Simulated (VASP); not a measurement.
# BN (Qingsongite): single point with r2SCAN

BN (Qingsongite):

```
B N
1.0
     0.00000    1.80750    1.80750
     1.80750    0.00000    1.80750
     1.80750    1.80750    0.00000
B N
1 1
Direct
  0.03513 0.99119 0.98041
  0.28533 0.24109 0.23067
```

* Program: VASP 6.6.1
* Task: single point
* Functional: r2SCAN
* Potentials or basis: VASP PAW PBE potentials, release 64 (B, N)
* Cutoff: 520 eV
* k mesh: 7 × 7 × 7
* Occupations: gaussian, width 0.01 eV
* Spin: no spin polarisation

| Quantity | Value |
| --- | --- |
| Pressure | -0.6 GPa |
| Largest force | 0.022 eV/Å |
| Band gap on the k mesh | 5.23 eV, indirect (least direct gap 9.51 eV) |

Forces in eV/Å, atoms in the order of the input:
```
B    0.007  0.020  0.005
N   -0.007 -0.020 -0.005
```

Levels at points of the mesh, in eV from the valence-band top:
| k point | band 1 | band 2 | band 3 | band 4 | band 5 | band 6 | band 7 | band 8 | band 9 |
| --- | --- | --- | --- | --- | --- | --- | --- | --- | --- |
| (0.00, 0.00, 0.00) | -21.30 | -0.02 | -0.01 | 0.00 | 9.51 | 9.52 | 9.52 | 11.05 | 26.12 |

Run time: 35 s on 1 thread of Intel(R) Xeon(R) 6975P-C (Granite Rapids) (shared host), peak memory 0.13 GiB.

Caveat: the k points lie up to 0.43 Å⁻¹ apart; the PAW data sets were made with another functional, which shifts forces and pressure a little. A k mesh can miss the band edges.
